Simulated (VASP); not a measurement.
Input of a VASP 6.6.1 run:

Contents of INCAR:

```
SYSTEM = Fe
ALGO = Normal
EDIFF = 1E-8
ENCUT = 520
GGA = PE
ISIF = 2
ISMEAR = -1
ISPIN = 2
LASPH = .TRUE.
LCHARG = .FALSE.
LEFG = .TRUE.
LMAXMIX = 4
LORBIT = 11
LREAL = .FALSE.
LWAVE = .FALSE.
MAGMOM = 3
NBANDS = 14
NELM = 150
PREC = Accurate
SIGMA = 0.05
```

The input KPOINTS:

```
k-points
0
G
  16 16 16
  0 0 0
```

POSCAR

```
Fe
1.0
    0.0000000000      1.9611570875      1.9651051623
    1.5134241070      0.0000000000      1.9651051623
    1.5134241070      1.9611570875      0.0000000000
Fe
1
Direct
    0.0000000000      0.0000000000      0.0000000000
```

Potentials or basis: VASP PAW PBE potentials, release 64 (Fe).

Command:

```sh
$ cat potpaw_PBE.64/Fe/POTCAR > POTCAR
$ mpirun -np 1 vasp_std > vasp.out
```

(1) Predict the pressure.

(2) What does it give for the site moments?

## Answers

(1) -3.6 GPa.

(2) Fe +2.27 μB.

Caveat: the cell differs from its parent crystal (equal xx and yy strain of +1 %); the cell stands under tension; without QUAD_EFG the Cq values of the log hold for a quadrupole moment of 1 mb, not for the nuclei.
